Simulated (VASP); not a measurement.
# MoS (F-43m) in VASP: single point with PBE+U

Aim: the single point of MoS with PBE+U.

All numbers are computed with VASP 6.6.1; they aren't measurements. Logs are shortened: lines on timing, memory, paths and dates and some standing lists are left out, and cuts for length are marked.

## (1) The cell of the first run

The structure is cubic, space group F-43m (No. 216). Conventional cell: a = 6.289 Å, b = 6.289 Å, c = 6.289 Å, α = 90.00°, β = 90.00°, γ = 90.00°. Mo (site symmetry -43m) has 4 S at 2.72 Å within 3.6 Å. Within 3.6 Å of S (site symmetry -43m) lie 4 Mo at 2.72 Å.

## (2) Single point, PBE+U

INCAR

```
PREC     = Accurate       # precision mode
ENCUT    = 520            # plane-wave cutoff, eV
EDIFF    = 1E-6           # SCF threshold, eV
ISMEAR   = 0              # smearing method
SIGMA    = 0.1            # smearing width, eV
LREAL    = False          # projectors in reciprocal space
LASPH    = True           # aspherical terms in the spheres
NELM     = 150            # most SCF steps
ALGO     = Normal         # electronic algorithm
ISIF     = 2              # what is computed and relaxed
LWAVE    = False          # write WAVECAR
LCHARG   = False          # write CHGCAR
LMAXMIX  = 4              # l up to which the mixer works
LDAU     = True           # DFT+U
LDAUTYPE = 2            
LDAUL    = 2 -1           # shell
LDAUU    = 4.38 0         # U, eV
LDAUJ    = 0 0          
LDAUPRINT= 1            
GGA      = PE             # functional
NBANDS   = 17             # bands
```

KPOINTS

```
regular mesh
0
Gamma
  12 12 12
```

POSCAR

```
MoS
1.0
    0.0000000000      3.1443694823      3.1443694823
    3.1443694823      0.0000000000      3.1443694823
    3.1443694823      3.1443694823      0.0000000000
Mo S
1 1
Direct
    0.0000000000      0.0000000000      0.0000000000
    0.2500000000      0.2500000000      0.2500000000
```

Potentials or basis: VASP PAW PBE potentials, release 64 (Mo_sv, S).

Run with:

```
$ cat potpaw_PBE.64/Mo_sv/POTCAR potpaw_PBE.64/S/POTCAR > POTCAR
$ mpirun -np 1 vasp_std > vasp.out
```

OUTCAR:

```text
PREC = Accurate
   ENCUT = 520
   EDIFF = 1E-6
   ISMEAR = 0
   LREAL = False
   LASPH = True
   NELM = 150
   ISIF = 2
   GGA = PE

 ion  position               nearest neighbor table
   1  0.000  0.000  0.000-   2 2.72   2 2.72   2 2.72   2 2.72
   2  0.250  0.250  0.250-   1 2.72   1 2.72   1 2.72   1 2.72

  LATTYP: Found a face centered cubic cell.
 ALAT       =     6.2887389646

  Lattice vectors:

 A1 = (   0.0000000000,   3.1443694823,   3.1443694823)
 A2 = (   3.1443694823,   0.0000000000,   3.1443694823)
 A3 = (   3.1443694823,   3.1443694823,   0.0000000000)

Analysis of symmetry for initial positions (statically):
=====================================================================
 Subroutine PRICEL returns:
 Original cell was already a primitive cell.

 Routine SETGRP: Setting up the symmetry group for a
 face centered cubic supercell.

 Subroutine GETGRP returns: Found 24 space group operations
 (whereof 24 operations were pure point group operations)
 out of a pool of 48 trial point group operations.

The static configuration has the point symmetry T_d .

Analysis of symmetry for dynamics (positions and initial velocities):
=====================================================================
 Subroutine PRICEL returns:
 Original cell was already a primitive cell.

 Routine SETGRP: Setting up the symmetry group for a
 face centered cubic supercell.

 Subroutine GETGRP returns: Found 24 space group operations
 (whereof 24 operations were pure point group operations)
 out of a pool of 48 trial point group operations.

The dynamic configuration has the point symmetry T_d .

 Subroutine INISYM returns: Found 24 space group operations
 (whereof 24 operations are pure point group operations),
 and found     1 'primitive' translations

[... 138 lines left out ...]

 onsite density matrix

spin component  1

  0.0953  0.0000 -0.0000 -0.0000 -0.0000
  0.0000  0.0953  0.0000  0.0000 -0.0000
 -0.0000  0.0000  0.8189  0.0000  0.0000
 -0.0000  0.0000  0.0000  0.0953  0.0000
 -0.0000 -0.0000  0.0000  0.0000  0.8189

spin component  2

  0.0953  0.0000 -0.0000 -0.0000 -0.0000
  0.0000  0.0953  0.0000  0.0000 -0.0000
 -0.0000  0.0000  0.8189  0.0000  0.0000
 -0.0000  0.0000  0.0000  0.0953  0.0000
 -0.0000 -0.0000  0.0000  0.0000  0.8189

 occupancies and eigenvectors

  o =  0.0953  v =  0.0000  0.2253 -0.0000 -0.9743 -0.0000  0.0000  0.0000  0.0000  0.0000  0.0000      0.0000  0.0000  0.0000  0.0000  0.0000  0.0000  0.0000  0.0000  0.0000  0.0000
  o =  0.0953  v =  0.0000  0.0000  0.0000  0.0000  0.0000  0.0000  0.2253 -0.0000 -0.9743 -0.0000      0.0000  0.0000  0.0000  0.0000  0.0000  0.0000  0.0000  0.0000  0.0000  0.0000
  o =  0.0953  v =  1.0000  0.0000  0.0000  0.0000  0.0000  0.0000  0.0000  0.0000  0.0000  0.0000      0.0000  0.0000  0.0000  0.0000  0.0000  0.0000  0.0000  0.0000  0.0000  0.0000
  o =  0.0953  v =  0.0000  0.0000  0.0000  0.0000  0.0000  1.0000  0.0000  0.0000  0.0000  0.0000      0.0000  0.0000  0.0000  0.0000  0.0000  0.0000  0.0000  0.0000  0.0000  0.0000
  o =  0.0953  v =  0.0000 -0.9743  0.0000 -0.2253  0.0000  0.0000  0.0000  0.0000  0.0000  0.0000      0.0000  0.0000  0.0000  0.0000  0.0000  0.0000  0.0000  0.0000  0.0000  0.0000
  o =  0.0953  v =  0.0000  0.0000  0.0000  0.0000  0.0000  0.0000 -0.9743  0.0000 -0.2253  0.0000      0.0000  0.0000  0.0000  0.0000  0.0000  0.0000  0.0000  0.0000  0.0000  0.0000
  o =  0.8189  v =  0.0000  0.0000  0.0000  0.0000  0.0000  0.0000 -0.0000 -0.1688 -0.0000  0.9856      0.0000  0.0000  0.0000  0.0000  0.0000  0.0000  0.0000  0.0000  0.0000  0.0000
  o =  0.8189  v =  0.0000 -0.0000 -0.1688 -0.0000  0.9856  0.0000  0.0000  0.0000  0.0000  0.0000      0.0000  0.0000  0.0000  0.0000  0.0000  0.0000  0.0000  0.0000  0.0000  0.0000
  o =  0.8189  v =  0.0000  0.0000  0.0000  0.0000  0.0000  0.0000  0.0000  0.9856 -0.0000  0.1688      0.0000  0.0000  0.0000  0.0000  0.0000  0.0000  0.0000  0.0000  0.0000  0.0000
  o =  0.8189  v =  0.0000  0.0000  0.9856 -0.0000  0.1688  0.0000  0.0000  0.0000  0.0000  0.0000      0.0000  0.0000  0.0000  0.0000  0.0000  0.0000  0.0000  0.0000  0.0000  0.0000

 number of electron      19.9999998 magnetization

 Free energy of the ion-electron system (eV)
  ---------------------------------------------------
  ext. energy  EPLUGINS =         0.00000000
  ---------------------------------------------------
  free energy    TOTEN  =        -8.78460652 eV

  energy without entropy =       -8.78460652  energy(sigma->0) =       -8.78460652

 E-fermi :   3.3549     XC(G=0):  -8.3491

 val. band max:        2.7775947509   @ k =  -0.2500   0.5000   0.2500
 cond. band min:       3.7809712104   @ k =  -0.2500   0.5000   0.2500
 fundamental gap:      1.0033764596
 Fermi energy:         3.3548928559

 k-point     1 :       0.0000    0.0000    0.0000
  band No.  band energies     occupation
      1     -57.5847      2.00000
      2     -31.6401      2.00000
      3     -31.6401      2.00000
      4     -31.6400      2.00000
      5      -9.2884      2.00000
      6       0.3162      2.00000
[... 457 lines left out ...]
      4     -31.6419      2.00000
      5      -8.9620      2.00000
      6      -0.5395      2.00000
[... 9 lines left out ...]
     16      10.3303      0.00000
     17      10.9382      0.00000

 [... further k-points ...]

------------------------ aborting loop because EDIFF is reached ----------------------------------------

  FORCE on cell =-STRESS in cart. coord.  units (eV):
  Direction    XX          YY          ZZ          XY          YZ          ZX
  --------------------------------------------------------------------------------------
  -------------------------------------------------------------------------------------
  Total       -4.2026708     -4.2026708     -4.2026708      0.0000000     -0.0000000      0.0000000
  in kB     -108.2942119   -108.2942119   -108.2942119      0.0000000     -0.0000000      0.0000000
  external PRESSURE =    -108.2942119 kB  Pullay stress =       0.0000000 kB

 VOLUME and BASIS-vectors are now :
 -----------------------------------------------------------------------------
  energy-cutoff  :      520.00
  volume of cell :       62.18
      direct lattice vectors                 reciprocal lattice vectors
     0.000000000  3.144369482  3.144369482    -0.159014392  0.159014392  0.159014392
     3.144369482  0.000000000  3.144369482     0.159014392 -0.159014392  0.159014392
     3.144369482  3.144369482  0.000000000     0.159014392  0.159014392 -0.159014392

 POSITION                                       TOTAL-FORCE (eV/Angst)
 -----------------------------------------------------------------------------------
      0.00000      0.00000      0.00000        -0.000000     -0.000000     -0.000000
      1.57218      1.57218      1.57218         0.000000      0.000000      0.000000
 -----------------------------------------------------------------------------------
    total drift:                                0.000000      0.000000      0.000000

  FREE ENERGIE OF THE ION-ELECTRON SYSTEM (eV)
  ---------------------------------------------------
  free  energy   TOTEN  =        -8.7846065208 eV

  energy  without entropy=       -8.7846065208  energy(sigma->0) =       -8.78460652
```

stdout:

```text
POSCAR found type information on POSCAR MoS
 POSCAR found :  2 types and       2 ions
 scaLAPACK will be used
 LDA part: xc-table for (Slater+PW92), standard interpolation
 POSCAR, INCAR and KPOINTS ok, starting setup
 FFT: planning ... GRIDC
 FFT: planning ... GRID_SOFT
 FFT: planning ... GRID
 WAVECAR not read
 entering main loop
```

Wall time 40 s (1 thread of Intel Xeon 6975P-C (Granite Rapids), shared host); peak memory 0.24 GiB.

What came out:

```yaml
Free_energy: -8.7846 eV
Pressure: -10.8 GPa
Band_gap_on_the_k_mesh: 1.00 eV, direct
```

Eigenvalues of the final occupation matrices:
```
    site  spin  trace               eigenvalues
site 1 d     1   1.92  0.10 0.10 0.10 0.82 0.82
site 1 d     2   1.92  0.10 0.10 0.10 0.82 0.82
```

A k mesh can miss the band edges.
